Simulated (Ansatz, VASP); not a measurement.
# One calculation of BeTe, two programs

INCAR

```
PREC = Accurate
ENCUT = 520
EDIFF = 1E-6
ISMEAR = 0
SIGMA = 0.05
LREAL = F
LASPH = T
NELM = 60
ALGO = Normal
ISIF = 2
LWAVE = F
LCHARG = F
GGA = PE
NBANDS = 11
```

The input KPOINTS:

```
Automatic mesh
0
Gamma
  8 8 8
```

The input POSCAR:

```
BeTe
1.0
    0.0000000000      2.8531000000      2.8531000000
    2.8531000000      0.0000000000      2.8531000000
    2.8531000000      2.8531000000      0.0000000000
Be Te
1 1
Direct
    0.0000000000      0.0000000000      0.0000000000
    0.7500000000      0.7500000000      0.7500000000
```

Input for Ansatz:

```yaml
crystal:
  lattice:
    - [0.0, 2.8531, 2.8531]
    - [2.8531, 0.0, 2.8531]
    - [2.8531, 2.8531, 0.0]
  atoms:
    - { symbol: Be, position: [0.0, 0.0, 0.0] }
    - { symbol: Te, position: [0.75, 0.75, 0.75] }
basis:
  ecutwfc: 420
kpoints:
  mp_grid: { grid: [8, 8, 8] }
hamiltonian:
  xc: pbe
scf:
  occupations: { method: gaussian, width: 0.05 }
output:
  forces: true
  stress: true
  eigenvalues: true
```

Change from the starting cell: strain +0.030 along x and y, +0.030 along z, atoms carried along.

Alike in both runs: task single point; functional PBE; k mesh 8 × 8 × 8; occupations gaussian, width 0.05 eV; no spin polarisation.

|  | VASP | Ansatz |
| --- | --- | --- |
| version | VASP 6.6.1 | Ansatz 0.2.0 |
| potentials or method | VASP PAW PBE potentials, release 64 (Be, Te), cutoff 520 eV | scalar-relativistic, plane waves, PAW |
| valence electrons in the cell | 8 | 18 |

|  | VASP | Ansatz | Ansatz less VASP |
| --- | --- | --- | --- |
| gap on the k mesh at the Fermi level (eV) | 2.07 | 2.08 | +0.013 |
| least direct gap on the mesh (eV) | 3.54 | 3.54 | +0.004 |
| pressure (GPa) | -1.1 | -1.2 | -0.12 |

VASP's potentials hold 8 valence electrons a cell and Ansatz's 18, so a difference there can come from the potentials and not from the codes.

Neither program's run includes spin-orbit coupling.
